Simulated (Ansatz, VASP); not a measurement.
# Two plane-wave programs on Si

```
CELL_PARAMETERS angstrom
2.64740 0.00000 0.00000
-1.32370 2.29271 0.00000
0.00000 0.00000 8.78387
ATOMIC_POSITIONS crystal
Si 0.00000 0.00000 0.00000
Si 0.00000 0.00000 0.50000
Si 0.33333 0.66667 0.25000
Si 0.66667 0.33333 0.75000
```

Alike in both runs: task single point; functional LDA; k mesh 15 × 15 × 4; occupations fermi-dirac, width 0.1 eV; no spin polarisation.

```csv
,VASP,Ansatz
version,VASP 6.6.1,Ansatz 0.2.0
potentials or method,"VASP PAW LDA potentials, release 64 (Si), cutoff 520 eV","plane waves (420 eV) with PAW, scalar-relativistic"
valence electrons in the cell,16,16
```

VASP gave:

| Item | Value |
| --- | --- |
| pressure (GPa) | 4.1 |
| traceless stress, the component that is largest in VASP (GPa) | 1.94 |

Task: Estimate Ansatz's values.

Result: Pressure (GPa): 4.0; traceless stress, the component that is largest in VASP (GPa): 1.92.

Ansatz warns that its potentials were made for another functional, while VASP's fit it. LDA's correlation is that of Perdew and Zunger in VASP and of Perdew and Wang (1992) in Ansatz.
